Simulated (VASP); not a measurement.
Set up this calculation in VASP 6.6.1, as the native input.

| Item | Value |
| --- | --- |
| Task | G0W0 quasiparticle levels |
| Functional | PBE |
| Potentials or basis | VASP PAW PBE potentials, release 64 (Si_GW, O_GW) |
| Cutoff | 500 eV |
| k mesh | 6 × 6 × 6 |
| Occupations | gaussian, width 0.01 eV |
| Spin | no spin polarisation |
| Dipole correction | no |
| GW scheme | G0W0 |
| GW iterations | 1 |
| Cutoff of the response function | 80 |
| Frequency points | 96 |
| Empty bands | 37 |
| Further INCAR settings | ALGO = EVGW0; EDIFF = 1e-08; NBANDS = 45 |

The system is SiO2.

```xyz
3
Lattice="0.0000 2.2642 2.2642 2.2642 0.0000 2.2642 2.2642 2.2642 0.0000" Properties=species:S:1:pos:R:3 pbc="T T T"
Si    0.0000    0.0000    0.0000
O     1.1321    1.1321    1.1321
O     3.3963    3.3963    3.3963
```

The input as run:

POSCAR

```
SiO2
1.0
    0.0000000000      2.2641691173      2.2641691173
    2.2641691173      0.0000000000      2.2641691173
    2.2641691173      2.2641691173      0.0000000000
Si O
1 2
Direct
    0.0000000000      0.0000000000      0.0000000000
    0.2500000000      0.2500000000      0.2500000000
    0.7500000000      0.7500000000      0.7500000000
```

INCAR.step1

```
SYSTEM = SiO2
PREC     = Accurate       ! precision mode
ENCUT    = 500            ! plane-wave cutoff, eV
EDIFF    = 1E-8           ! SCF threshold, eV
ISMEAR   = 0              ! smearing method
SIGMA    = 0.01           ! smearing width, eV
LREAL    = .False.        ! projectors in reciprocal space
LASPH    = .True.         ! aspherical terms in the spheres
NELM     = 100            ! most SCF steps
ALGO     = Normal         ! electronic algorithm
LWAVE    = .True.         ! write WAVECAR
LCHARG   = .False.        ! write CHGCAR
GGA      = PE             ! functional
```

INCAR.step2

```
SYSTEM = SiO2
PREC     = Accurate       ! precision mode
ENCUT    = 500            ! plane-wave cutoff, eV
EDIFF    = 1E-8           ! SCF threshold, eV
ISMEAR   = 0              ! smearing method
SIGMA    = 0.01           ! smearing width, eV
LREAL    = .False.        ! projectors in reciprocal space
LASPH    = .True.         ! aspherical terms in the spheres
NELM     = 1              ! most SCF steps
ALGO     = Exact          ! electronic algorithm
LWAVE    = .True.         ! write WAVECAR
LCHARG   = .False.        ! write CHGCAR
GGA      = PE             ! functional
NBANDS   = 45             ! bands
LOPTICS  = .True.         ! frequency-dependent dielectric function
ISTART   = 1
```

INCAR.step3

```
SYSTEM = SiO2
PREC     = Accurate       ! precision mode
ENCUT    = 500            ! plane-wave cutoff, eV
EDIFF    = 1E-8           ! SCF threshold, eV
ISMEAR   = 0              ! smearing method
SIGMA    = 0.01           ! smearing width, eV
LREAL    = .False.        ! projectors in reciprocal space
LASPH    = .True.         ! aspherical terms in the spheres
ALGO     = EVGW0          ! electronic algorithm
LWAVE    = .False.        ! write WAVECAR
LCHARG   = .False.        ! write CHGCAR
GGA      = PE             ! functional
NELMGW   = 1            
NBANDS   = 45             ! bands
ENCUTGW  = 80.0           ! cutoff of the response function
NOMEGA   = 96             ! frequency points
PRECFOCK = Fast         
ISTART   = 1            
NBANDSGW = 16           
OMEGAMAX = 30
```

KPOINTS

```
regular mesh
0
Gamma
  6 6 6
  0 0 0
```

Potentials or basis: VASP PAW PBE potentials, release 64 (Si_GW, O_GW).

The run is started by

```bash
$ cat potpaw_PBE.64/Si_GW/POTCAR potpaw_PBE.64/O_GW/POTCAR > POTCAR
$ cp INCAR.step1 INCAR
$ mpirun -np 1 vasp_std > vasp.out
$ cp INCAR.step2 INCAR
$ mpirun -np 1 vasp_std > vasp.out
$ cp INCAR.step3 INCAR
$ mpirun -np 1 vasp_std > vasp.out
```

It gave:

```json
{
 "Quasiparticle gap": "3.33 eV",
 "Least direct quasiparticle gap": "3.33 eV",
 "Band gap of the starting levels on the mesh": "2.07 eV",
 "Least direct gap of the starting levels on the mesh": "2.07 eV"
}
```

Caveat: the k points lie up to 0.40 Å⁻¹ apart; bands, screening cutoff and mesh are small and nothing is extrapolated, so the quasiparticle values aren't converged; the structure was generated, so it needn't be the stable form of SiO2.

Run time: 100 s on 1 thread of Intel(R) Xeon(R) 6975P-C (Granite Rapids), with other jobs on the host, peak memory 0.29 GiB.
